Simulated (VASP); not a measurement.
**HfN: single point with PBE**

HfN:

```
CELL_PARAMETERS angstrom
0.00000 2.25600 2.25600
2.25600 0.00000 2.25600
2.25600 2.25600 0.00000
ATOMIC_POSITIONS crystal
Hf 0.00000 0.00000 0.00000
N 0.50000 0.50000 0.50000
```

| Quantity | Value |
| --- | --- |
| Program | VASP 6.6.1 |
| Task | single point |
| Functional | PBE |
| Potentials or basis | VASP PAW PBE potentials, release 64 (Hf_pv, N) |
| Cutoff | 600 eV |
| k mesh | 8 × 8 × 8 |
| Occupations | methfessel-paxton, width 0.1 eV |
| Spin | no spin polarisation |
| Dipole correction | no |
| Further INCAR settings | ALGO = Normal; EDIFF = 1e-06; NBANDS = 14 |

```
Pressure : 4.3 GPa
```

Levels at points of the mesh, in eV from the Fermi level:
```csv
k point,band 4,band 5,band 6,band 7,band 8,band 9,band 10,band 11,band 12,band 13
"(0.00, 0.00, 0.00)",-17.52,-3.01,-3.01,-3.01,-0.34,-0.34,-0.34,1.85,1.98,1.98
"(0.50, 0.00, 0.00)",-14.77,-8.90,-6.19,-6.19,3.31,3.73,3.73,4.46,8.89,8.89
"(0.50, 0.50, 0.00)",-16.42,-5.40,-3.82,-3.68,-3.68,4.12,5.56,5.56,5.65,8.06
```

It took 14 s on 1 thread of Intel(R) Xeon(R) Platinum 8488C (Sapphire Rapids) (shared host), peak memory 0.16 GiB.

Caveat: spin-orbit coupling is left out, which moves the levels of the heavy elements.
